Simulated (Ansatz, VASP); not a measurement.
# Two plane-wave programs on Bi2Se3

```
Se Bi
1.0
     4.41305    0.00000    0.00000
    -2.20652    3.82181    0.00000
     0.00000    0.00000   39.98244
Se Bi
3 2
Cartesian
  0.0000 0.0000 16.7443
  2.2065 1.2739 19.9912
  0.0000 2.5479 23.2381
  0.0000 2.5479 18.1706
  0.0000 0.0000 21.8119
```

Change from the starting cell: biaxial strain +0.070, atoms relaxed.

Alike in both runs: functional PBE; dispersion D3(BJ); k mesh 12 × 12 × 1; occupations gaussian, width 0.02 eV; no spin polarisation.

Ansatz relaxed the structure, and its values are those at the end. VASP's run is a single point on that final structure, the one shown.

|  | VASP | Ansatz |
| --- | --- | --- |
| version | VASP 6.6.1 | Ansatz 0.2.0 |
| potentials or method | VASP PAW PBE potentials, release 64 (Se, Bi_d), cutoff 520 eV | scalar-relativistic, plane waves, PAW |
| valence electrons in the cell | 48 | 78 |

VASP gave:

- gap on the k mesh at the Fermi level (eV): 0.37
- least direct gap on the mesh (eV): 0.79
- rms of the force components (eV/Å): 0.005

Problem. Estimate Ansatz's values.

Solution. gap on the k mesh at the Fermi level (eV): 0.37; least direct gap on the mesh (eV): 0.79; rms of the force components (eV/Å): 0.002.

VASP's potentials hold 48 valence electrons a cell and Ansatz's 78, so a difference there can come from the potentials and not from the codes. Ansatz's warnings: stress scf threshold loose, xc potential rough in thin density.

Spin-orbit coupling is off throughout.
